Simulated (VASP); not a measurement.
# SiC30 (a cell with a defect) in VASP: notebook

The runs below take SiC30 (a cell with a defect) through single point, with PBE+D3(BJ).

Everything below comes from runs of VASP 6.6.1. Logs are shortened: lines on timing, memory, paths and dates and some standing lists are left out, and cuts for length are marked.

### Step 1. The cell of the first run

The cell holds a defect, 31 atoms: a = 7.135 Å, b = 7.433 Å, c = 7.433 Å, α = 70.11°, β = 61.32°, γ = 61.32°.

### Step 2. Single point, PBE+D3(BJ)

Contents of INCAR:

```
SYSTEM = SiC30
ALGO = Normal ; EDIFF = 1E-6
ENCUT = 520 ; GGA = PE
GGA_COMPAT = .False. ; ISIF = 2
ISMEAR = 0 ; IVDW = 12
LASPH = .True. ; LCHARG = .False.
LREAL = Auto ; LWAVE = .False.
NBANDS = 83 ; NELM = 120
PREC = Accurate ; SIGMA = 0.1
```

Contents of KPOINTS:

```
k-points
0
Gamma
  4 4 4
  0 0 0
```

Contents of POSCAR:

```
SiC30
1.0
    0.0000000000      0.0000000000      7.1348525476
   -4.9294762873      4.2690516923      3.5674262738
   -4.9294762874     -4.2690516922      3.5674262738
Si C
1 30
Direct
    0.3750000998      0.6236513034      0.6263486237
    0.8750000615      0.5410814435      0.7089184836
    0.2423559888      0.9164667005      0.5988214487
    0.7502132760      0.9137450589      0.5858284392
    0.1254949651      0.2890780619      0.4599319312
    0.6324048272      0.2812306225      0.4539598498
   -0.0002132165      0.6641714879      0.3362548683
    0.5076441094      0.6511785799      0.3335333280
    0.3749999689      0.0393847258      0.2106152596
    0.8750000707      0.0403498113      0.2096501741
    0.2493152179      0.4217167557      0.0796527318
    0.7531177520      0.4139548960      0.0798097268
    0.1175953724      0.7960400773      0.9687693046
    0.6245049930      0.7900680973      0.9609219667
    0.9968822788      0.1701902948      0.8360451977
    0.5006848509      0.1703471884      0.8282832366
    0.5076444137      0.3308417937      0.6538695056
   -0.0002137236      0.3335635598      0.6668638107
    0.8750000615      0.7062213975      0.5437785296
    0.2493123778      0.0769679727      0.4244071950
    0.7531167377      0.0771263042      0.4166403473
    0.1254969937      0.4572404294      0.2917655065
    0.6324063487      0.4512702606      0.2839171688
    0.5006876909      0.8255927973      0.1730319476
   -0.0031167703      0.8333597465      0.1728737175
    0.3749999689      0.2079383185      0.0420616669
    0.8750000707      0.2069711248      0.0430288607
    0.2423556845      0.5961305229      0.9191582348
    0.7502136817      0.5831362179      0.9164364688
    0.1175937495      0.9660828598      0.7987297679
    0.6245029644      0.9582345221      0.7927595991
```

Potentials or basis: VASP PAW PBE potentials, release 64 (Si, C).

The run is started by

```sh
> cat potpaw_PBE.64/Si/POTCAR potpaw_PBE.64/C/POTCAR > POTCAR
> mpirun -np 1 vasp_std > vasp.out
```

OUTCAR:

```text
SYSTEM = SiC30
   EDIFF = 1E-6
   ENCUT = 520
   GGA = PE
   ISIF = 2
   ISMEAR = 0
   IVDW = 12
   LASPH = .True.
   LREAL = Auto
   NELM = 120
   PREC = Accurate
 IVDW          = 12

 ion  position               nearest neighbor table
   1  0.375  0.624  0.626-  17 1.89  28 1.89   8 1.89   3 1.89
   2  0.875  0.541  0.709-  19 1.41  18 1.42  29 1.42
   3  0.242  0.916  0.599-  30 1.39  20 1.43   1 1.89
   4  0.750  0.914  0.586-  19 1.42  21 1.42  31 1.42
   5  0.125  0.289  0.460-  18 1.42  20 1.43  22 1.44
   6  0.632  0.281  0.454-  21 1.39  17 1.39  23 1.45
   7  1.000  0.664  0.336-  19 1.42  25 1.42  22 1.42
[... 22 lines left out ...]
  30  0.118  0.966  0.799-  15 1.39   3 1.39  13 1.45
  31  0.625  0.958  0.793-   4 1.42  16 1.43  14 1.44

  LATTYP: Found a body centered orthorhombic cell.
 ALAT       =     7.1348525476
 B/A-ratio  =     1.1966755203
 C/A-ratio  =     1.3818018675

  Lattice vectors:

 A1 = (   4.9294762873,  -4.2690516923,  -3.5674262738)
 A2 = (   4.9294762874,   4.2690516922,   3.5674262738)
 A3 = (  -4.9294762874,  -4.2690516922,   3.5674262738)

Analysis of symmetry for initial positions (statically):
=====================================================================
 Subroutine PRICEL returns:
 Original cell was already a primitive cell.

 Routine SETGRP: Setting up the symmetry group for a
 body centered orthorhombic supercell.

 Subroutine GETGRP returns: Found  4 space group operations
 (whereof  2 operations were pure point group operations)
 out of a pool of  8 trial point group operations.

The static configuration has the point symmetry C_1h.
 The point group associated with its full space group is C_2v.

Analysis of symmetry for dynamics (positions and initial velocities):
=====================================================================
 Subroutine PRICEL returns:
 Original cell was already a primitive cell.

 Routine SETGRP: Setting up the symmetry group for a
 body centered orthorhombic supercell.

 Subroutine GETGRP returns: Found  4 space group operations
 (whereof  2 operations were pure point group operations)
 out of a pool of  8 trial point group operations.

The dynamic configuration has the point symmetry C_1h.
 The point group associated with its full space group is C_2v.

 Subroutine INISYM returns: Found  4 space group operations
 (whereof  2 operations are pure point group operations),
 and found     1 'primitive' translations

----------------------------------------------------------------------------------------

                                     Primitive cell

  volume of cell :     300.2944

  direct lattice vectors                    reciprocal lattice vectors
     0.000000000  0.000000000  7.134852548     0.101430653 -0.000000000  0.140157066
    -4.929476287  4.269051692  3.567426274    -0.101430653  0.117122030  0.000000000
    -4.929476287 -4.269051692  3.567426274    -0.101430653 -0.117122030  0.000000000

  length of vectors
     7.134852548  7.433106285  7.433106285     0.173009192  0.154937882  0.154937882

  position of ions in fractional coordinates (direct lattice)
     0.375000100  0.623651303  0.626348624
     0.875000062  0.541081443  0.708918484
     0.242355989  0.916466701  0.598821449
     0.750213276  0.913745059  0.585828439
     0.125494965  0.289078062  0.459931931
     0.632404827  0.281230622  0.453959850
[... 23 lines left out ...]
     0.117593750  0.966082860  0.798729768
     0.624502964  0.958234522  0.792759599

  ion indices of the primitive-cell ions
   primitive index   ion index
                 1           1
                 2           2
                 3           3
                 4           4
                 5           5
                 6           6
[... 23 lines left out ...]
                30          30
                31          31

----------------------------------------------------------------------------------------

 KPOINTS: k-points

Automatic generation of k-mesh.
 Grid dimensions read from file:
 generate k-points for:    4    4    4

 Generating k-lattice:

  Cartesian coordinates                     Fractional coordinates (reciprocal lattice)
     0.025357663 -0.000000000  0.035039267     0.250000000  0.000000000  0.000000000
    -0.025357663  0.029280507  0.000000000     0.000000000  0.250000000  0.000000000
    -0.025357663 -0.029280507  0.000000000     0.000000000  0.000000000  0.250000000

  Length of vectors
     0.043252298  0.038734471  0.038734471

  Shift w.r.t. Gamma in fractional coordinates (k-lattice)
     0.000000000  0.000000000  0.000000000

 Subroutine IBZKPT returns following result:
 ===========================================

 Found     18 irreducible k-points:

 Following reciprocal coordinates:
            Coordinates               Weight
  0.000000  0.000000  0.000000      1.000000
  0.250000  0.000000  0.000000      4.000000
  0.500000  0.000000  0.000000      2.000000
  0.000000  0.250000  0.000000      4.000000
  0.250000  0.250000  0.000000      4.000000
  0.500000  0.250000  0.000000      8.000000
[... 10 lines left out ...]
  0.500000 -0.250000  0.250000      2.000000
  0.000000  0.500000  0.500000      1.000000
   k-points           NKPTS =     18   k-points in BZ     NKDIM =     18   number of bands    NBANDS=     83
   number of dos      NEDOS =    301   number of ions     NIONS =     31
   total plane-waves  NPLWV = 169344
   dimension x,y,z NGX =    54 NGY =   56 NGZ =   56
   dimension x,y,z NGXF=   108 NGYF=  112 NGZF=  112
   ions per type =               1  30
   NGX,Y,Z   is equivalent  to a cutoff of  12.58, 12.52, 12.52 a.u.
   NGXF,Y,Z  is equivalent  to a cutoff of  25.16, 25.05, 25.05 a.u.
 SYSTEM =  SiC30
   PREC   = accura    normal or accurate (medium, high low for compatibility)
   ISTART =      0    job   : 0-new  1-cont  2-samecut
   ICHARG =      2    charge: 1-file 2-atom 10-const
   ISPIN  =      1    spin polarized calculation?
   LNONCOLLINEAR =      F non collinear calculations
   LSORBIT =      F    spin-orbit coupling
   LASPH  =      T    aspherical Exc in radial PAW
   ENCUT  =  520.0 eV  38.22 Ry    6.18 a.u.  13.27 13.82 13.82*2*pi/ulx,y,z
   NELM   =    120;   NELMIN=  2; NELMDL= -5     # of ELM steps
   EDIFF  = 0.1E-05   stopping-criterion for ELM
   LREAL  =      T    real-space projection
   EDIFFG = 0.1E-04   stopping-criterion for IOM
   NSW    =      0    number of steps for IOM
   IBRION =     -1    ionic relax: 0-MD 1-quasi-New 2-CG
   NFREE  =      0    steps in history (QN), initial steepest desc. (CG)
   ISIF   =      2    stress and relaxation
   ISYM   =      2    0-nonsym 1-usesym 2-fastsym
   POTIM  = 0.5000    time-step for ionic-motion
   TEBEG  =    0.0;   TEEND  =   0.0 temperature during run
   PSTRESS=    0.0 pullay stress
   NELECT =     124.0000    total number of electrons
   NUPDOWN=      -1.0000    fix difference up-down
   EMIN   =  10.00;   EMAX   =-10.00  energy-range for DOS
   EFERMI =   0.00;   METHOD = LEGACY
   ISMEAR =     0;   SIGMA  =   0.10  broadening in eV -4-tet -1-fermi 0-gaus
   EFERMI_NEDOS =   21; number of points for ismear=-14 and -15
   IALGO  =     38    algorithm
   IMIX   =      4    mixing-type and parameters
     AMIX     =   0.40;   BMIX     =  1.00
     AMIX_MAG =   1.60;   BMIX_MAG =  1.00
  volume/ion in A,a.u.               =       9.69        65.37
  Fermi-wavevector in a.u.,A,eV,Ry     =   1.219082  2.303731 20.220454  1.486161
  Thomas-Fermi vector in A             =   2.354347
   LORBIT       =      0    0 simple, 1 ext, 2 COOP (PROOUT), +10 PAW based schemes
   GGA     = PE    functional components
   LHFCALC =     F    Hartree Fock is set to
   AEXX    =    0.0000 exact exchange contribution
   IVDW    =    12    specifies the selected vdW correction
   LEPSILON=     F    determine dielectric tensor
   LRPA    =     F    only Hartree local field effects (RPA)
 non-spin polarized calculation
 Gauss-broadening in eV      SIGMA  =   0.10
  energy-cutoff  :      520.00
  volume of cell :      300.29
 maximum number of plane-waves:      8118
 NGX is ok and might be reduce to    54
   NGX = 27   NGY = 27   NGZ = 27

 number of electron     123.9999995 magnetization

 Free energy of the ion-electron system (eV)
  ---------------------------------------------------
  ext. energy  EPLUGINS =         0.00000000
  ---------------------------------------------------
  free energy    TOTEN  =      -276.85082450 eV

  energy without entropy =     -276.84054922  energy(sigma->0) =     -276.84568686

 E-fermi :   3.7384     XC(G=0):  -9.8718

 val. band max:        3.7113907167   @ k =   0.5000   0.5000   0.0000
 cond. band min:       3.8003523289   @ k =   0.5000   0.0000   0.0000
 fundamental gap:      0.0889616123
 Fermi energy:         3.7383689936

 k-point     1 :       0.0000    0.0000    0.0000
  band No.  band energies     occupation
      1     -15.2664      2.00000
      2     -14.0107      2.00000
      3     -13.7767      2.00000
      4     -13.6650      2.00000
      5     -13.4802      2.00000
      6     -12.7431      2.00000
[... 66 lines left out ...]
     73       9.9880      0.00000
     74      10.1004      0.00000

 k-point     2 :       0.2500    0.0000    0.0000
  band No.  band energies     occupation
      1     -15.2064      2.00000
      2     -14.2893      2.00000
      3     -13.6767      2.00000
      4     -13.6669      2.00000
      5     -13.2870      2.00000
      6     -12.8843      2.00000
[... 66 lines left out ...]
     73       9.3030      0.00000
     74       9.4643      0.00000

 k-point     3 :       0.5000    0.0000    0.0000
  band No.  band energies     occupation
      1     -15.1273      2.00000
      2     -14.4810      2.00000
      3     -13.6689      2.00000
      4     -13.6686      2.00000
      5     -13.1202      2.00000
      6     -12.9769      2.00000
[... 1144 lines left out ...]
     73       8.7338      0.00000
     74       8.9924      0.00000

 k-point    18 :       0.0000    0.5000    0.5000
  band No.  band energies     occupation
      1     -15.1245      2.00000
      2     -14.1821      2.00000
      3     -13.9314      2.00000
      4     -13.7898      2.00000
      5     -13.5385      2.00000
      6     -12.5899      2.00000
[... 66 lines left out ...]
     73       9.2674      0.00000
     74       9.4893      0.00000
 [bands above 74 left out]

------------------------ aborting loop because EDIFF is reached ----------------------------------------

 Edisp (eV)   -4.63184

 E8    (eV) :    -1.3405

  FORCE on cell =-STRESS in cart. coord.  units (eV):
  Direction    XX          YY          ZZ          XY          YZ          ZX
  --------------------------------------------------------------------------------------
  -------------------------------------------------------------------------------------
  Total      34.62603   -14.45808    -1.57272    -0.00000     0.00000     0.00000
  in kB     184.74220   -77.13899    -8.39102    -0.00000     0.00000     0.00000
  external pressure =       33.07 kB  Pullay stress =        0.00 kB

 VOLUME and BASIS-vectors are now :
 -----------------------------------------------------------------------------
  energy-cutoff  :      520.00
  volume of cell :      300.29
      direct lattice vectors                 reciprocal lattice vectors
     0.000000000  0.000000000  7.134852548     0.101430653 -0.000000000  0.140157066
    -4.929476287  4.269051692  3.567426274    -0.101430653  0.117122030  0.000000000
    -4.929476287 -4.269051692  3.567426274    -0.101430653 -0.117122030  0.000000000

 POSITION                                       TOTAL-FORCE (eV/Angst)
 -----------------------------------------------------------------------------------
     -6.16184     -0.01151      7.13485         0.000000      0.001121      0.000000
     -6.16184     -0.71650     10.70228         0.000000      0.005180      0.000000
     -7.46958      1.35604      7.13485         0.045746     -0.018222     -0.000000
     -7.39211      1.39989     10.70228         0.000416      0.012957     -0.000000
     -3.69223     -0.72938      3.56743         0.011308      0.007034     -0.000000
     -3.62410     -0.73739      7.13485         0.013131      0.009913     -0.000000
[... 23 lines left out ...]
     -8.69960      0.71444      7.13485        -0.011135     -0.010236      0.000000
     -8.63148      0.70642     10.70228        -0.009127     -0.007986     -0.000000
 -----------------------------------------------------------------------------------
    total drift:                                0.002581     -0.007568      0.000995

  FREE ENERGIE OF THE ION-ELECTRON SYSTEM (eV)
  ---------------------------------------------------
  free  energy   TOTEN  =      -281.4826687303 eV

  energy  without entropy=     -281.4723934533  energy(sigma->0) =     -281.47753109
```

It took 6.6 min on 1 thread of Intel Xeon 6975P-C (Granite Rapids), shared host; peak memory 0.54 GiB.

Results:

```yaml
Free_energy: -281.4827 eV
Pressure: 3.3 GPa
Largest_force: 0.049 eV/Å
Band_gap_on_the_k_mesh: zero (band 62 reaches 3.80 eV, above the bottom of band 63 at 3.66 eV)
Dispersion_energy_per_atom: -0.149 eV
```

Forces on the atoms (eV/Å):
```
Si   0.000  0.001  0.000
C    0.000  0.005  0.000
C    0.046 -0.018  0.000
C    0.000  0.013  0.000
C    0.011  0.007  0.000
C    0.013  0.010  0.000
C    0.000  0.013  0.000
C   -0.046 -0.018  0.000
C    0.000 -0.006  0.000
C    0.000  0.000  0.000
C    0.002 -0.001  0.000
C    0.005  0.000  0.000
C   -0.013  0.010  0.000
C   -0.011  0.007  0.000
C   -0.005  0.000  0.000
C   -0.002 -0.001  0.000
C   -0.045  0.015  0.000
C    0.000 -0.006  0.000
C    0.000  0.001  0.000
C    0.005  0.002  0.000
C    0.003 -0.004  0.000
C    0.009 -0.008  0.000
C    0.011 -0.010  0.000
C   -0.005  0.002  0.000
C   -0.003 -0.004  0.000
C    0.000  0.002  0.000
C    0.000 -0.004  0.000
C    0.045  0.015  0.000
C    0.000 -0.006  0.000
C   -0.011 -0.010  0.000
C   -0.009 -0.008  0.000
```

Levels at points of the mesh, in eV from the Fermi level:
| k point | band 59 | band 60 | band 61 | band 62 | band 63 | band 64 | band 65 | band 66 |
| --- | --- | --- | --- | --- | --- | --- | --- | --- |
| (0.00, 0.00, 0.00) | -1.40 | -1.00 | -0.21 | -0.11 | -0.08 | 1.26 | 1.54 | 1.63 |
| (0.50, 0.00, 0.00) | -1.60 | -0.88 | -0.42 | 0.06 | 0.76 | 1.20 | 1.75 | 2.11 |
| (0.00, 0.50, 0.00) | -1.34 | -1.12 | -0.53 | -0.45 | 0.39 | 1.82 | 1.92 | 2.88 |
| (0.50, 0.50, 0.00) | -1.90 | -1.79 | -1.31 | -0.25 | -0.03 | 2.68 | 2.68 | 2.93 |
| (0.00, 0.50, 0.50) | -1.13 | -0.10 | -0.10 | -0.04 | 0.65 | 1.65 | 2.23 | 2.83 |

(Continued in part 2 of 2.)
